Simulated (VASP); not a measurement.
# BaZrO3: single point with PBE

BaZrO3:

```
Ba Zr O
1.0
     4.24650    0.00000    0.00000
     0.00000    4.24650    0.00000
     0.00000    0.00000    4.24650
Ba Zr O
1 1 3
Direct
  0.00000 0.00000 0.00000
  0.50000 0.50000 0.50000
  0.00000 0.50000 0.50000
  0.50000 0.00000 0.50000
  0.50000 0.50000 0.00000
```

* Program: VASP 6.6.1
* Task: single point
* Functional: PBE
* Potentials or basis: VASP PAW PBE potentials, release 64 (Ba_sv, Zr_sv, O)
* Cutoff: 520 eV
* k mesh: 6 × 6 × 6
* Occupations: gaussian, width 0.01 eV
* Spin: no spin polarisation
* Dipole correction: no
* Further INCAR settings: ALGO = Normal; EDIFF = 1e-06; NBANDS = 28

* Pressure: -1.1 GPa
* Band gap on the k mesh: 3.10 eV, indirect (least direct gap 3.36 eV)

Levels at points of the mesh, in eV from the valence-band top:
```tsv
k point	band 18	band 19	band 20	band 21	band 22	band 23
(0.00, 0.00, 0.00)	-0.26	-0.26	-0.26	3.10	3.10	3.10
(0.50, 0.00, 0.00)	-1.58	-0.50	-0.50	3.51	5.45	5.45
(0.50, 0.50, 0.00)	-0.93	-0.88	-0.07	5.43	5.43	6.22
(0.50, 0.50, 0.50)	0.00	0.00	0.00	5.83	5.83	5.83
```

Run time: 37 s on 1 thread of Intel Xeon 8259CL, with other jobs on the host, peak memory 0.2 GiB.

Caveat: spin-orbit coupling is left out, which moves the levels of the heavy elements. A hybrid or GW would open this gap; PBE tends to underestimate it.
